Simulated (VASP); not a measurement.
# SiNi (zincblende type) (F-43m) in VASP: a series of runs

SiNi (zincblende type) is run at these levels: PBE; tasks: single point, relaxation of cell and atoms.

Program: VASP 6.6.1. These are calculated values, not measurements. Logs are shortened: lines on timing, memory, paths and dates and some standing lists are left out, and cuts for length are marked.

### 1 The cell of the first run

The structure is cubic, space group F-43m (No. 216). The conventional cell has a = 4.446 Å, b = 4.446 Å, c = 4.446 Å, α = 90.00°, β = 90.00°, γ = 90.00°. Within 2.6 Å of Ni (site symmetry -43m) lie 4 Si at 1.93 Å. Within 2.6 Å of Si (site symmetry -43m) lie 4 Ni at 1.93 Å.

### 2 Single point, PBE

Contents of INCAR:

```
SYSTEM = SiNi
  PREC = Accurate
  ENCUT = 520
  EDIFF = 1E-6
  ISMEAR = -1
  SIGMA = 0.08
  LREAL = .False.
  LASPH = .True.
  NELM = 60
  ALGO = Normal
  ISIF = 2
  LWAVE = .False.
  LCHARG = .False.
  GGA = PE
  NBANDS = 14
```

Contents of KPOINTS:

```
Automatic mesh
0
Gamma
  14 14 14
  0 0 0
```

Contents of POSCAR:

```
SiNi
1.0
    0.0000000000      2.2231213863      2.2231213863
    2.2231213863      0.0000000000      2.2231213863
    2.2231213863      2.2231213863      0.0000000000
Ni Si
1 1
Direct
    0.0000000000      0.0000000000      0.0000000000
    0.2500000000      0.2500000000      0.2500000000
```

Potentials or basis: VASP PAW PBE potentials, release 64 (Ni, Si).

The run is started by

```
$ cat potpaw_PBE.64/Ni/POTCAR potpaw_PBE.64/Si/POTCAR > POTCAR
$ mpirun -np 1 vasp_std > vasp.out
```

OUTCAR:

```text
SYSTEM = SiNi
   PREC = Accurate
   ENCUT = 520
   EDIFF = 1E-6
   ISMEAR = -1
   LREAL = .False.
   LASPH = .True.
   NELM = 60
   ISIF = 2
   GGA = PE

 ion  position               nearest neighbor table
   1  0.000  0.000  0.000-   2 1.93   2 1.93   2 1.93   2 1.93
   2  0.250  0.250  0.250-   1 1.93   1 1.93   1 1.93   1 1.93

  LATTYP: Found a face centered cubic cell.
 ALAT       =     4.4462427726

  Lattice vectors:

 A1 = (   0.0000000000,   2.2231213863,   2.2231213863)
 A2 = (   2.2231213863,   0.0000000000,   2.2231213863)
 A3 = (   2.2231213863,   2.2231213863,   0.0000000000)

Analysis of symmetry for initial positions (statically):
=====================================================================
 Subroutine PRICEL returns:
 Original cell was already a primitive cell.

 Routine SETGRP: Setting up the symmetry group for a
 face centered cubic supercell.

 Subroutine GETGRP returns: Found 24 space group operations
 (whereof 24 operations were pure point group operations)
 out of a pool of 48 trial point group operations.

The static configuration has the point symmetry T_d .

Analysis of symmetry for dynamics (positions and initial velocities):
=====================================================================
 Subroutine PRICEL returns:
 Original cell was already a primitive cell.

 Routine SETGRP: Setting up the symmetry group for a
 face centered cubic supercell.

 Subroutine GETGRP returns: Found 24 space group operations
 (whereof 24 operations were pure point group operations)
 out of a pool of 48 trial point group operations.

The dynamic configuration has the point symmetry T_d .

 Subroutine INISYM returns: Found 24 space group operations
 (whereof 24 operations are pure point group operations),
 and found     1 'primitive' translations

----------------------------------------------------------------------------------------

                                     Primitive cell

  volume of cell :      21.9745

  direct lattice vectors                    reciprocal lattice vectors
     0.000000000  2.223121386  2.223121386    -0.224908996  0.224908996  0.224908996
     2.223121386  0.000000000  2.223121386     0.224908996 -0.224908996  0.224908996
     2.223121386  2.223121386  0.000000000     0.224908996  0.224908996 -0.224908996

  length of vectors
     3.143968415  3.143968415  3.143968415     0.389553809  0.389553809  0.389553809

[... 81 lines left out ...]
   LREAL  =      F    real-space projection
   EDIFFG = 0.1E-04   stopping-criterion for IOM
   NSW    =      0    number of steps for IOM
   IBRION =     -1    ionic relax: 0-MD 1-quasi-New 2-CG
   NFREE  =      0    steps in history (QN), initial steepest desc. (CG)
   ISIF   =      2    stress and relaxation
   ISYM   =      2    0-nonsym 1-usesym 2-fastsym
   POTIM  = 0.5000    time-step for ionic-motion
   TEBEG  =    0.0;   TEEND  =   0.0 temperature during run
   PSTRESS=    0.0 pullay stress
   NELECT =      14.0000    total number of electrons
   NUPDOWN=      -1.0000    fix difference up-down
   EMIN   =  10.00;   EMAX   =-10.00  energy-range for DOS
   EFERMI =   0.00;   METHOD = LEGACY
   ISMEAR =    -1;   SIGMA  =   0.08  broadening in eV -4-tet -1-fermi 0-gaus
   EFERMI_NEDOS =   21; number of points for ismear=-14 and -15
   IALGO  =     38    algorithm
   IMIX   =      4    mixing-type and parameters
     AMIX     =   0.40;   BMIX     =  1.00
     AMIX_MAG =   1.60;   BMIX_MAG =  1.00
  volume/ion in A,a.u.               =      10.99        74.15
  Fermi-wavevector in a.u.,A,eV,Ry     =   1.408676  2.662011 26.998952  1.984367
  Thomas-Fermi vector in A             =   2.530809
   LORBIT       =      0    0 simple, 1 ext, 2 COOP (PROOUT), +10 PAW based schemes
   GGA     = PE    functional components
   LHFCALC =     F    Hartree Fock is set to
   AEXX    =    0.0000 exact exchange contribution
   IVDW    =     0    specifies the selected vdW correction
   LEPSILON=     F    determine dielectric tensor
   LRPA    =     F    only Hartree local field effects (RPA)
 non-spin polarized calculation
  energy-cutoff  :      520.00
  volume of cell :       21.97
 maximum number of plane-waves:       609
   NGX = 11   NGY = 11   NGZ = 11

 number of electron      14.0000011 magnetization

 Free energy of the ion-electron system (eV)
  ---------------------------------------------------
  ext. energy  EPLUGINS =         0.00000000
  ---------------------------------------------------
  free energy    TOTEN  =        -7.59212875 eV

  energy without entropy =       -7.57645066  energy(sigma->0) =       -7.58428970

 E-fermi :  11.6011     XC(G=0): -12.4702

 val. band max:       11.5854995160   @ k =  -0.2857   0.2857   0.0714
 cond. band min:      11.6022584490   @ k =  -0.4286   0.5000   0.0714
 fundamental gap:      0.0167589329
 Fermi energy:        11.6010685549

 k-point     1 :       0.0000    0.0000    0.0000
  band No.  band energies     occupation
      1      -1.7565      2.00000
      2       6.5236      2.00000
      3       6.5236      2.00000
      4       6.5236      2.00000
      5       7.9037      2.00000
      6       7.9037      2.00000
      7      19.5716      0.00000
      8      19.5716      0.00000
      9      19.5716      0.00000
     10      20.2946      0.00000
     11      20.2946      0.00000
     12      20.2946      0.00000
     13      24.2315      0.00000
     14      27.2002      0.00000
[... 377 lines left out ...]
      1      -0.1501      2.00000
      2       6.0202      2.00000
      3       6.7898      2.00000
      4       6.8554      2.00000
      5       7.5866      2.00000
      6       8.1146      2.00000
      7      13.1623      0.00000
      8      15.4756      0.00000
      9      17.0481      0.00000
     10      19.3680      0.00000
     11      21.8126      0.00000
     12      24.0356      0.00000
     13      24.1876      0.00000
     14      27.5849      0.00000

 [... further k-points ...]
[... 5 lines left out ...]
  --------------------------------------------------------------------------------------
  -------------------------------------------------------------------------------------
  Total       15.0755005     15.0755005     15.0755005      0.0000000      0.0000000     -0.0000000
  in kB     1099.1647634   1099.1647634   1099.1647634      0.0000000      0.0000000     -0.0000000
  external PRESSURE =    1099.1647634 kB  Pullay stress =       0.0000000 kB

 VOLUME and BASIS-vectors are now :
 -----------------------------------------------------------------------------
  energy-cutoff  :      520.00
  volume of cell :       21.97
      direct lattice vectors                 reciprocal lattice vectors
     0.000000000  2.223121386  2.223121386    -0.224908996  0.224908996  0.224908996
     2.223121386  0.000000000  2.223121386     0.224908996 -0.224908996  0.224908996
     2.223121386  2.223121386  0.000000000     0.224908996  0.224908996 -0.224908996

 POSITION                                       TOTAL-FORCE (eV/Angst)
 -----------------------------------------------------------------------------------
      0.00000      0.00000      0.00000         0.000000      0.000000      0.000000
      1.11156      1.11156      1.11156        -0.000000     -0.000000     -0.000000
 -----------------------------------------------------------------------------------
    total drift:                               -0.000001     -0.000001     -0.000000

  FREE ENERGIE OF THE ION-ELECTRON SYSTEM (eV)
  ---------------------------------------------------
  free  energy   TOTEN  =        -7.5921287485 eV

  energy  without entropy=       -7.5764506569  energy(sigma->0) =       -7.58428970
```

OSZICAR:

```text
N       E                     dE             d eps       ncg     rms          rms(c)
DAV:   1     0.586748403683E+02    0.58675E+02   -0.63373E+03  2960   0.116E+03
DAV:   2    -0.598774746913E+01   -0.64663E+02   -0.58343E+02  3206   0.212E+02
DAV:   3    -0.882993465820E+01   -0.28422E+01   -0.28100E+01  3548   0.485E+01
DAV:   4    -0.886653818598E+01   -0.36604E-01   -0.36591E-01  3340   0.526E+00
DAV:   5    -0.886729754774E+01   -0.75936E-03   -0.75935E-03  3734   0.794E-01    0.139E+01
DAV:   6    -0.940063722964E+01   -0.53334E+00   -0.19045E+01  3368   0.904E+01    0.104E+01
DAV:   7    -0.763213874869E+01    0.17685E+01   -0.65863E+00  3542   0.555E+01    0.331E+00
DAV:   8    -0.760908397611E+01    0.23055E-01   -0.10952E-01  3508   0.320E+00    0.168E+00
DAV:   9    -0.759214737113E+01    0.16937E-01   -0.47678E-02  3662   0.440E+00    0.243E-01
DAV:  10    -0.759213639610E+01    0.10975E-04   -0.24166E-03  3618   0.631E-01    0.839E-02
DAV:  11    -0.759213141314E+01    0.49830E-05   -0.12710E-04  4310   0.981E-02    0.421E-02
DAV:  12    -0.759212894101E+01    0.24721E-05   -0.18533E-05  3756   0.636E-02    0.278E-02
DAV:  13    -0.759212909453E+01   -0.15351E-06   -0.13489E-05  3640   0.711E-02    0.631E-03
DAV:  14    -0.759212874847E+01    0.34606E-06   -0.38598E-07  1570   0.710E-03
   1 F= -.75921287E+01 E0= -.75842897E+01  d E =-.156781E-01
```

stdout:

```text
POSCAR found type information on POSCAR NiSi
 POSCAR found :  2 types and       2 ions
 scaLAPACK will be used
 LDA part: xc-table for (Slater+PW92), standard interpolation
 POSCAR, INCAR and KPOINTS ok, starting setup
 FFT: planning ... GRIDC
 FFT: planning ... GRID_SOFT
 FFT: planning ... GRID
 WAVECAR not read
 entering main loop
```

Wall time 18 s (1 thread of AMD EPYC 9R45 (Zen 5), shared host); peak memory 0.13 GiB.

Results:

* Free energy: -7.5921 eV
* Pressure: 109.9 GPa
* Band gap on the k mesh: zero (bands 7 and 8 overlap by 9.21 eV)

Levels at points of the mesh, in eV from the Fermi level:
```tsv
k point	band 5	band 6	band 7	band 8	band 9	band 10
(0.00, 0.00, 0.00)	-3.70	-3.70	7.97	7.97	7.97	8.69
(0.50, 0.00, 0.00)	-3.41	-3.41	-2.67	4.75	4.75	9.06
(0.50, 0.50, 0.00)	-3.72	-3.10	-1.79	0.27	0.27	5.92
```

Caveat: the cell stands under pressure. Spin polarisation is off, so any magnetic state and its effect on volume and gap are missing.

### 3 Single point, PBE

Contents of INCAR:

```
  PREC = Accurate
  ENCUT = 520
  EDIFF = 1E-6
  ISMEAR = -1
  SIGMA = 0.08
  LREAL = F
  LASPH = T
  NELM = 60
  ALGO = Normal
  ISIF = 2
  LWAVE = F
  LCHARG = T
  GGA = PE
  LELF = T
  LVHAR = T
  NBANDS = 14
```

Contents of KPOINTS:

```
Automatic mesh
0
Gamma
  14 14 14
```

Contents of POSCAR:

```
SiNi
1.0
    0.0000000000      2.2227454136      2.2227454136
    2.2227454136      0.0000000000      2.2227454136
    2.2227454136      2.2227454136      0.0000000000
Ni Si
1 1
Direct
    0.0000000000      0.0000000000      0.0000000000
    0.2500000000      0.2500000000      0.2500000000
```

Potentials or basis: VASP PAW PBE potentials, release 64 (Ni, Si).

The run is started by

```
$ cat potpaw_PBE.64/Ni/POTCAR potpaw_PBE.64/Si/POTCAR > POTCAR
$ mpirun -np 1 vasp_std > vasp.out
```

Wall time 19 s (1 thread of AMD EPYC 9R45 (Zen 5), shared host); peak memory 0.13 GiB.

The run converged. Its results:

* Free energy: -7.5845 eV
* Pressure: 110.2 GPa
* Band gap on the k mesh: zero (bands 7 and 8 overlap by 9.21 eV)

Levels at points of the mesh, in eV from the Fermi level:
| k point | band 5 | band 6 | band 7 | band 8 | band 9 | band 10 |
| --- | --- | --- | --- | --- | --- | --- |
| (0.00, 0.00, 0.00) | -3.70 | -3.70 | 7.97 | 7.97 | 7.97 | 8.70 |
| (0.50, 0.00, 0.00) | -3.41 | -3.41 | -2.67 | 4.76 | 4.76 | 9.06 |
| (0.50, 0.50, 0.00) | -3.72 | -3.11 | -1.79 | 0.27 | 0.27 | 5.92 |

Caveat: the cell stands under pressure. Spin polarisation is off, so any magnetic state and its effect on volume and gap are missing.

### 4 Relaxation of cell and atoms, PBE, target pressure 110 GPa, at which the enthalpy is minimised

This run uses another cell than the first one, of 10.19 Å³/atom.

Contents of INCAR:

```
PREC = Accurate ; ENCUT = 600
EDIFF = 1E-6 ; ISMEAR = -1
SIGMA = 0.08 ; LREAL = F
LASPH = T ; NELM = 60
ALGO = Normal ; ISIF = 3
LWAVE = F ; LCHARG = F
GGA = PE ; IBRION = 2
NSW = 60 ; EDIFFG = -0.005
PSTRESS = 1100.0
```

KPOINTS is that of step 3.

Contents of POSCAR:

```
SiNi
1.0
    0.0000000000      2.1680002035      2.1680002035
    2.1680002035      0.0000000000      2.1680002035
    2.1680002035      2.1680002035      0.0000000000
Ni Si
1 1
Direct
    0.0000000000      0.0000000000      0.0000000000
    0.2500000000      0.2500000000      0.2500000000
```

The run is started by

```
$ cat potpaw_PBE.64/Ni/POTCAR potpaw_PBE.64/Si/POTCAR > POTCAR
$ mpirun -np 1 vasp_std > vasp.out
```

Wall time 84 s (1 thread of AMD EPYC 9R45 (Zen 5), shared host); peak memory 0.13 GiB.

The run converged. Its results:

| Item | Value |
| --- | --- |
| Free energy | -7.5886 eV |
| Relaxed volume | 10.98 Å³/atom |
| Relaxed cell | a = 3.144 Å, b = 3.144 Å, c = 3.144 Å, α = 60.00°, β = 60.00°, γ = 60.00° |
| Space group after relaxing (to 0.1 Å) | F-43m (No. 216) |
| Energy change on relaxing (the run minimises the enthalpy) | -640.1 meV/atom |
| Ionic steps | 17 |
| Pressure after relaxing | 110.0 GPa |
| Band gap on the k mesh | zero (bands 7 and 8 overlap by 9.21 eV) |

The path:
```
step  energy change (eV)  largest force (eV/Å)  pressure (GPa)  volume (Å³)
   1              0.0000                0.0000          150.15        20.38
   2             -3.7957                0.0000           23.33        28.88
   3             -1.4254                0.0000          105.37        22.19
   4             -1.2868                0.0000          109.69        21.98
   5             -1.2643                0.0000          110.41        21.95
   6             -1.2649                0.0000          110.10        21.95
   7             -1.2651                0.0000          110.29        21.95
   8             -1.2651                0.0000          110.40        21.95
   9             -1.2651                0.0000          110.40        21.95
  10             -1.2652                0.0000          110.39        21.95
  11             -1.2653                0.0000          110.36        21.95
  12             -1.2655                0.0000          110.28        21.95
  13             -1.2660                0.0000          110.10        21.95
  14             -1.2669                0.0000          110.38        21.95
  15             -1.2688                0.0000          110.33        21.95
  16             -1.2726                0.0000          110.22        21.96
  17             -1.2802                0.0000          109.97        21.97
```

Final structure:
```
Ni Si
1.0
     0.00000    2.22296    2.22296
     2.22296    0.00000    2.22296
     2.22296    2.22296    0.00000
Ni Si
1 1
Direct
  0.00000 0.00000 0.00000
  0.25000 0.25000 0.25000
```

Levels at points of the mesh, in eV from the Fermi level:
| k point | band 3 | band 4 | band 5 | band 6 | band 7 | band 8 | band 9 | band 10 | band 11 |
| --- | --- | --- | --- | --- | --- | --- | --- | --- | --- |
| (0.00, 0.00, 0.00) | -5.08 | -5.08 | -3.70 | -3.70 | 7.97 | 7.97 | 7.97 | 8.70 | 8.70 |
| (0.50, 0.00, 0.00) | -4.86 | -4.86 | -3.41 | -3.41 | -2.67 | 4.76 | 4.76 | 9.06 | 9.30 |
| (0.50, 0.50, 0.00) | -4.35 | -3.72 | -3.72 | -3.10 | -1.79 | 0.27 | 0.27 | 5.92 | 7.01 |

Caveat: the cell is relaxed towards a set pressure, so the run minimises the enthalpy, not the energy.

### 5 Overview

```csv
task,cell,cutoff (eV),gap on the mesh (eV),pressure (GPa)
single point,"a = 3.144 Å, angles 60.0°, 2 atoms",520,none,109.9
single point,"a = 3.143 Å, angles 60.0°, 2 atoms",520,none,110.2
relaxation of cell and atoms,"relaxed to 110 GPa from a = 3.066 Å, angles 60.0°, 2 atoms",600,none,110.0
```

Alike in all rows: level PBE; potentials or basis VASP PAW PBE potentials, release 64 (Ni, Si); no spin polarisation; k mesh 14 × 14 × 14; smearing fermi-dirac 0.08 eV.

Caveats: the cell stands under pressure (at least some runs); the cell is relaxed towards a set pressure, so the run minimises the enthalpy, not the energy (at least some runs).

Absolute energies hang on the potentials; compare differences alone.
